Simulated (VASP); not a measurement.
# CsO (Immm) in VASP: a series of runs

The runs below take CsO through single point, with LDA.

Program: VASP 6.6.1. These are calculated values, not measurements. Logs are shortened: lines on timing, memory, paths and dates and some standing lists are left out, and cuts for length are marked.

### Step 1. The cell of the first run

Symmetry: Immm, No. 71, orthorhombic system. Conventional cell: a = 4.322 Å, b = 6.430 Å, c = 7.893 Å, α = 90.00°, β = 90.00°, γ = 90.00°. Cs (site symmetry mm2) has 6 O at 3.03 to 3.14 Å and 6 Cs at 3.87 to 3.95 Å within 4.0 Å. Within 2.1 Å of O (site symmetry m2m) lie 1 O at 1.54 Å.

### Step 2. Single point, LDA (strain +0.000 along x and y, +0.050 along z)

INCAR reads:

```
SYSTEM = CsO
PREC = Accurate
ENCUT = 520
EDIFF = 1E-6
ISMEAR = 0
SIGMA = 0.05
LREAL = .FALSE.
LASPH = .TRUE.
NELM = 100
ALGO = Normal
ISIF = 2
LWAVE = .FALSE.
LCHARG = .FALSE.
NBANDS = 23
```

KPOINTS reads:

```
regular mesh
0
G
  8 8 8
  0 0 0
```

POSCAR reads:

```
CsO
1.0
   -2.1610000000      3.2150000000      3.9464250000
    2.1610000000     -3.2150000000      3.9464250000
    2.1610000000      3.2150000000     -3.9464250000
Cs O
2 2
Direct
    0.2500000000      0.2500000000      0.0000000000
    0.7500000000      0.7500000000      0.0000000000
    0.6200000000      0.0000000000      0.6200000000
    0.3800000000      0.0000000000      0.3800000000
```

Potentials or basis: VASP PAW LDA potentials, release 64 (Cs_sv, O).

Command:

```bash
$ cat potpaw_LDA.64/Cs_sv/POTCAR potpaw_LDA.64/O/POTCAR > POTCAR
$ mpirun -np 1 vasp_std > vasp.out
```

OUTCAR:

```text
SYSTEM = CsO
   PREC = Accurate
   ENCUT = 520
   EDIFF = 1E-6
   ISMEAR = 0
   LREAL = .FALSE.
   LASPH = .TRUE.
   NELM = 100
   ISIF = 2

 ion  position               nearest neighbor table
   1  0.250  0.250  0.000-
   2  0.750  0.750  0.000-
   3  0.620  0.000  0.620-   4 1.54
   4  0.380  0.000  0.380-   3 1.54

  LATTYP: Found a body centered orthorhombic cell.
 ALAT       =     4.3220000000
 B/A-ratio  =     1.4877371587
 C/A-ratio  =     1.8262031467

  Lattice vectors:

 A1 = (  -2.1610000000,   3.2150000000,   3.9464250000)
 A2 = (   2.1610000000,  -3.2150000000,   3.9464250000)
 A3 = (   2.1610000000,   3.2150000000,  -3.9464250000)

Analysis of symmetry for initial positions (statically):
=====================================================================
 Subroutine PRICEL returns:
 Original cell was already a primitive cell.

 Routine SETGRP: Setting up the symmetry group for a
 body centered orthorhombic supercell.

 Subroutine GETGRP returns: Found  8 space group operations
 (whereof  8 operations were pure point group operations)
 out of a pool of  8 trial point group operations.

The static configuration has the point symmetry D_2h.

Analysis of symmetry for dynamics (positions and initial velocities):
=====================================================================
 Subroutine PRICEL returns:
 Original cell was already a primitive cell.

 Routine SETGRP: Setting up the symmetry group for a
 body centered orthorhombic supercell.

 Subroutine GETGRP returns: Found  8 space group operations
 (whereof  8 operations were pure point group operations)
 out of a pool of  8 trial point group operations.

The dynamic configuration has the point symmetry D_2h.

 Subroutine INISYM returns: Found  8 space group operations
 (whereof  8 operations are pure point group operations),
 and found     1 'primitive' translations

----------------------------------------------------------------------------------------

                                     Primitive cell

  volume of cell :     109.6730

  direct lattice vectors                    reciprocal lattice vectors
    -2.161000000  3.215000000  3.946425000     0.000000000  0.155520995  0.126696947
     2.161000000 -3.215000000  3.946425000     0.231374364  0.000000000  0.126696947
     2.161000000  3.215000000 -3.946425000     0.231374364  0.155520995  0.000000000

  length of vectors
     5.529956264  5.529956264  5.529956264     0.200596352  0.263791987  0.278784641

  position of ions in fractional coordinates (direct lattice)
     0.250000000  0.250000000  0.000000000
     0.750000000  0.750000000  0.000000000
     0.620000000  0.000000000  0.620000000
     0.380000000  0.000000000  0.380000000

  ion indices of the primitive-cell ions
   primitive index   ion index
                 1           1
                 2           2
                 3           3
                 4           4

----------------------------------------------------------------------------------------

 KPOINTS: regular mesh

Automatic generation of k-mesh.
 Grid dimensions read from file:
 generate k-points for:    8    8    8

 Generating k-lattice:

  Cartesian coordinates                     Fractional coordinates (reciprocal lattice)
     0.000000000  0.019440124  0.015837118     0.125000000  0.000000000 -0.000000000
     0.028921795  0.000000000  0.015837118     0.000000000  0.125000000  0.000000000
     0.028921795  0.019440124  0.000000000    -0.000000000  0.000000000  0.125000000

  Length of vectors
     0.025074544  0.032973998  0.034848080

  Shift w.r.t. Gamma in fractional coordinates (k-lattice)
     0.000000000  0.000000000  0.000000000

 Subroutine IBZKPT returns following result:
 ===========================================

 Found     95 irreducible k-points:

 Following reciprocal coordinates:
            Coordinates               Weight
  0.000000  0.000000  0.000000      1.000000
  0.125000  0.000000  0.000000      4.000000
  0.250000  0.000000  0.000000      4.000000
  0.375000 -0.000000  0.000000      4.000000
  0.500000  0.000000  0.000000      2.000000
  0.000000  0.125000 -0.000000      4.000000
[... 16 lines left out ...]
  0.125000  0.375000  0.000000      8.000000
  0.250000  0.375000  0.000000      8.000000
 [... further k-points ...]
   k-points           NKPTS =     95   k-points in BZ     NKDIM =     95   number of bands    NBANDS=     23
   number of dos      NEDOS =    301   number of ions     NIONS =      4
   total plane-waves  NPLWV =  74088
   dimension x,y,z NGX =    42 NGY =   42 NGZ =   42
   dimension x,y,z NGXF=    84 NGYF=   84 NGZF=   84
   ions per type =               2   2
   NGX,Y,Z   is equivalent  to a cutoff of  12.63, 12.63, 12.63 a.u.
   NGXF,Y,Z  is equivalent  to a cutoff of  25.25, 25.25, 25.25 a.u.
 SYSTEM =  CsO
   PREC   = accura    normal or accurate (medium, high low for compatibility)
   ISTART =      0    job   : 0-new  1-cont  2-samecut
   ICHARG =      2    charge: 1-file 2-atom 10-const
   ISPIN  =      1    spin polarized calculation?
   LNONCOLLINEAR =      F non collinear calculations
   LSORBIT =      F    spin-orbit coupling
   LASPH  =      T    aspherical Exc in radial PAW
   ENCUT  =  520.0 eV  38.22 Ry    6.18 a.u.  10.28 10.28 10.28*2*pi/ulx,y,z
   NELM   =    100;   NELMIN=  2; NELMDL= -5     # of ELM steps
   EDIFF  = 0.1E-05   stopping-criterion for ELM
   LREAL  =      F    real-space projection
   EDIFFG = 0.1E-04   stopping-criterion for IOM
   NSW    =      0    number of steps for IOM
   IBRION =     -1    ionic relax: 0-MD 1-quasi-New 2-CG
   NFREE  =      0    steps in history (QN), initial steepest desc. (CG)
   ISIF   =      2    stress and relaxation
   ISYM   =      2    0-nonsym 1-usesym 2-fastsym
   POTIM  = 0.5000    time-step for ionic-motion
   TEBEG  =    0.0;   TEEND  =   0.0 temperature during run
   PSTRESS=    0.0 pullay stress
   NELECT =      30.0000    total number of electrons
   NUPDOWN=      -1.0000    fix difference up-down
   EMIN   =  10.00;   EMAX   =-10.00  energy-range for DOS
   EFERMI =   0.00;   METHOD = LEGACY
   ISMEAR =     0;   SIGMA  =   0.05  broadening in eV -4-tet -1-fermi 0-gaus
   EFERMI_NEDOS =   21; number of points for ismear=-14 and -15
   IALGO  =     38    algorithm
   IMIX   =      4    mixing-type and parameters
     AMIX     =   0.40;   BMIX     =  1.00
     AMIX_MAG =   1.60;   BMIX_MAG =  1.00
  volume/ion in A,a.u.               =      27.42       185.03
  Fermi-wavevector in a.u.,A,eV,Ry     =   1.062712  2.008234 15.365818  1.129356
  Thomas-Fermi vector in A             =   2.198172
   LORBIT       =      0    0 simple, 1 ext, 2 COOP (PROOUT), +10 PAW based schemes
   GGA     = CA    functional components
   LHFCALC =     F    Hartree Fock is set to
   AEXX    =    0.0000 exact exchange contribution
   IVDW    =     0    specifies the selected vdW correction
   LEPSILON=     F    determine dielectric tensor
   LRPA    =     F    only Hartree local field effects (RPA)
 non-spin polarized calculation
 Gauss-broadening in eV      SIGMA  =   0.05
  energy-cutoff  :      520.00
  volume of cell :      109.67
 maximum number of plane-waves:      2980
 NGX is ok and might be reduce to    42
   NGX = 21   NGY = 21   NGZ = 21

 number of electron      30.0000002 magnetization

 Free energy of the ion-electron system (eV)
  ---------------------------------------------------
  ext. energy  EPLUGINS =         0.00000000
  ---------------------------------------------------
  free energy    TOTEN  =       -17.72897883 eV

  energy without entropy =      -17.72897883  energy(sigma->0) =      -17.72897883

 E-fermi :   2.1800     XC(G=0):  -8.7071

 val. band max:        1.9302374669   @ k =   0.0000   0.0000   0.0000
 cond. band min:       3.4027291130   @ k =   0.1250  -0.1250   0.1250
 fundamental gap:      1.4724916462
 Fermi energy:         2.1800418707

 k-point     1 :       0.0000    0.0000    0.0000
  band No.  band energies     occupation
      1     -20.1121      2.00000
      2     -19.6165      2.00000
      3     -17.5264      2.00000
      4     -12.1408      2.00000
      5      -7.5102      2.00000
      6      -7.0185      2.00000
[... 15 lines left out ...]
     22       8.0565      0.00000
     23       8.4620      0.00000

 k-point     2 :       0.1250    0.0000    0.0000
  band No.  band energies     occupation
      1     -20.0919      2.00000
      2     -19.6329      2.00000
      3     -17.5369      2.00000
      4     -12.1452      2.00000
      5      -7.4517      2.00000
      6      -6.9841      2.00000
[... 15 lines left out ...]
     22       8.0537      0.00000
     23       8.3434      0.00000

 k-point     3 :       0.2500    0.0000    0.0000
  band No.  band energies     occupation
      1     -20.0351      2.00000
      2     -19.6806      2.00000
      3     -17.5620      2.00000
      4     -12.1547      2.00000
      5      -7.3001      2.00000
      6      -6.8863      2.00000
[... 15 lines left out ...]
     22       8.0458      0.00000
     23       8.1263      0.00000

 k-point     4 :       0.3750   -0.0000    0.0000
  band No.  band energies     occupation
      1     -19.9529      2.00000
      2     -19.7537      2.00000
      3     -17.5874      2.00000
      4     -12.1624      2.00000
      5      -7.0959      2.00000
      6      -6.7665      2.00000
[... 15 lines left out ...]
     22       7.9974      0.00000
     23       8.0366      0.00000

 k-point     5 :       0.5000    0.0000    0.0000
  band No.  band energies     occupation
      1     -19.8822      2.00000
      2     -19.8205      2.00000
      3     -17.5979      2.00000
      4     -12.1652      2.00000
      5      -6.8717      2.00000
      6      -6.8447      2.00000
[... 434 lines left out ...]
 k-point    22 :       0.0000    0.3750    0.0000
  band No.  band energies     occupation
      1     -19.8739      2.00000
      2     -19.6975      2.00000
      3     -17.6670      2.00000
      4     -12.1560      2.00000
      5      -7.1595      2.00000
      6      -7.0041      2.00000
[... 15 lines left out ...]
     22       7.8116      0.00000
     23       8.5465      0.00000

 k-point    23 :       0.1250    0.3750    0.0000
  band No.  band energies     occupation
      1     -19.8401      2.00000
      2     -19.7238      2.00000
      3     -17.6809      2.00000
      4     -12.1601      2.00000
      5      -7.3095      2.00000
      6      -6.9498      2.00000
[... 15 lines left out ...]
     22       8.2869      0.00000
     23       8.3375      0.00000

 k-point    24 :       0.2500    0.3750    0.0000
  band No.  band energies     occupation
      1     -19.7978      2.00000
      2     -19.7588      2.00000
      3     -17.6945      2.00000
      4     -12.1555      2.00000
      5      -7.4515      2.00000
      6      -7.1382      2.00000
[... 15 lines left out ...]
     22       8.4516      0.00000
     23       8.7820      0.00000

 [... further k-points ...]

------------------------ aborting loop because EDIFF is reached ----------------------------------------

  FORCE on cell =-STRESS in cart. coord.  units (eV):
  Direction    XX          YY          ZZ          XY          YZ          ZX
  --------------------------------------------------------------------------------------
  -------------------------------------------------------------------------------------
  Total       -2.1909967     -3.4213753     -3.6842070      0.0000000      0.0000000      0.0000000
  in kB      -32.0075706    -49.9817794    -53.8214039      0.0000000      0.0000000      0.0000000
  external PRESSURE =     -45.2702513 kB  Pullay stress =       0.0000000 kB

 VOLUME and BASIS-vectors are now :
 -----------------------------------------------------------------------------
  energy-cutoff  :      520.00
  volume of cell :      109.67
      direct lattice vectors                 reciprocal lattice vectors
    -2.161000000  3.215000000  3.946425000     0.000000000  0.155520995  0.126696947
     2.161000000 -3.215000000  3.946425000     0.231374364  0.000000000  0.126696947
     2.161000000  3.215000000 -3.946425000     0.231374364  0.155520995  0.000000000

 POSITION                                       TOTAL-FORCE (eV/Angst)
 -----------------------------------------------------------------------------------
      0.00000      0.00000      1.97321         0.000000     -0.000000      0.359235
      0.00000      0.00000      5.91964        -0.000000     -0.000000     -0.359235
      0.00000      3.98660      0.00000        -0.000000     -1.070290      0.000000
      0.00000      2.44340      0.00000        -0.000000      1.070290      0.000000
 -----------------------------------------------------------------------------------
    total drift:                               -0.000000     -0.000000      0.000000

  FREE ENERGIE OF THE ION-ELECTRON SYSTEM (eV)
  ---------------------------------------------------
  free  energy   TOTEN  =       -17.7289788280 eV

  energy  without entropy=      -17.7289788280  energy(sigma->0) =      -17.72897883
```

Run time: 2.2 min. Hardware: 1 thread of Intel Xeon 6975P-C (Granite Rapids), shared host; peak memory 0.34 GiB.

What came out:

```
Free energy            : -17.7290 eV
Pressure               : -4.5 GPa
Largest force          : 1.070 eV/Å
Band gap on the k mesh : 1.47 eV (least direct gap 1.58 eV)
```

Forces in eV/Å, atoms in the order of the input:
```
Cs   0.000  0.000  0.359
Cs   0.000  0.000 -0.359
O    0.000 -1.070  0.000
O    0.000  1.070  0.000
```

Levels at points of the mesh, in eV from the valence-band top:
```
           k point  band 11  band 12  band 13  band 14  band 15  band 16  band 17  band 18  band 19  band 20
(0.00, 0.00, 0.00)    -5.07    -3.58    -3.53    -0.55     0.00     1.58     2.01     2.85     3.71     4.95
(0.50, 0.00, 0.00)    -5.00    -3.53    -3.41    -0.41    -0.38     2.18     3.45     3.46     4.80     5.26
(0.00, 0.50, 0.00)    -4.93    -3.30    -3.18    -0.70    -0.34     2.74     3.04     4.79     5.07     5.15
(0.50, 0.50, 0.00)    -4.99    -3.33    -3.25    -0.73    -0.66     2.52     2.92     3.13     4.04     5.16
(0.50, 0.50, 0.50)    -4.93    -3.73    -3.28    -0.60    -0.30     1.84     3.20     3.27     3.91     4.55
```

Caveat: the cell differs from its parent crystal (strain +0.000 along x and y, +0.050 along z); the cell stands under tension; spin-orbit coupling is left out, which moves the levels of the heavy elements; forces of over 1 eV/Å act on the atoms, so gaps and moduli don't describe the material at rest.

### Step 3. Single point, LDA (strain +0.025 along x and y, +0.000 along z)

INCAR reads:

```
  ALGO = Normal
  EDIFF = 1E-6
  ENCUT = 520
  GGA = CA
  ISIF = 2
  ISMEAR = 0
  LASPH = T
  LCHARG = F
  LREAL = F
  LWAVE = F
  NBANDS = 23
  NELM = 60
  PREC = Accurate
  SIGMA = 0.05
```

KPOINTS reads:

```
k-points
0
Gamma
  8 8 8
```

POSCAR reads:

```
CsO
1.0
   -2.2150250000      3.2953750000      3.7585000000
    2.2150250000     -3.2953750000      3.7585000000
    2.2150250000      3.2953750000     -3.7585000000
Cs O
2 2
Direct
    0.2500000000      0.2500000000      0.0000000000
    0.7500000000      0.7500000000      0.0000000000
    0.6200000000      0.0000000000      0.6200000000
    0.3800000000      0.0000000000      0.3800000000
```

Potentials or basis: VASP PAW LDA potentials, release 64 (Cs_sv, O).

Command:

```bash
$ cat potpaw_LDA.64/Cs_sv/POTCAR potpaw_LDA.64/O/POTCAR > POTCAR
$ mpirun -np 1 vasp_std > vasp.out
```

Run time: 2.3 min. Hardware: 1 thread of Intel Xeon 6975P-C (Granite Rapids), shared host; peak memory 0.34 GiB.

The run converged. Its results:

| Item | Value |
| --- | --- |
| Free energy | -17.7172 eV |
| Pressure | -4.6 GPa |
| Largest force | 1.583 eV/Å |
| Band gap on the k mesh | 1.50 eV (least direct gap 1.63 eV) |

Forces on the atoms (eV/Å):
```
Cs   0.000  0.000  0.300
Cs   0.000  0.000 -0.300
O    0.000 -1.583  0.000
O    0.000  1.583  0.000
```

Stress tensor (GPa, compression positive):
```
-3.71  0.00  0.00
 0.00 -6.83  0.00
 0.00  0.00 -3.40
```

Levels at points of the mesh, in eV from the valence-band top:
```csv
k point,band 11,band 12,band 13,band 14,band 15,band 16,band 17,band 18,band 19,band 20
"(0.00, 0.00, 0.00)",-4.88,-3.38,-3.32,-0.66,0.00,1.72,1.83,3.03,4.38,4.89
"(0.50, 0.00, 0.00)",-4.78,-3.31,-3.16,-0.47,-0.41,2.29,3.34,3.87,4.83,5.49
"(0.00, 0.50, 0.00)",-4.76,-3.00,-2.91,-0.68,-0.36,2.71,2.81,4.83,5.29,5.36
"(0.50, 0.50, 0.00)",-4.78,-3.10,-2.91,-0.72,-0.64,2.46,2.95,3.20,4.49,4.84
"(0.50, 0.50, 0.50)",-4.77,-3.50,-3.03,-0.52,-0.38,2.12,2.83,3.79,3.91,4.84
```

Caveat: the cell differs from its parent crystal (strain +0.025 along x and y, +0.000 along z); the cell stands under tension; spin-orbit coupling is left out, which moves the levels of the heavy elements; forces of over 1 eV/Å act on the atoms, so gaps and moduli don't describe the material at rest. A k mesh can miss the band edges.

(Continued in part 2 of 2.)
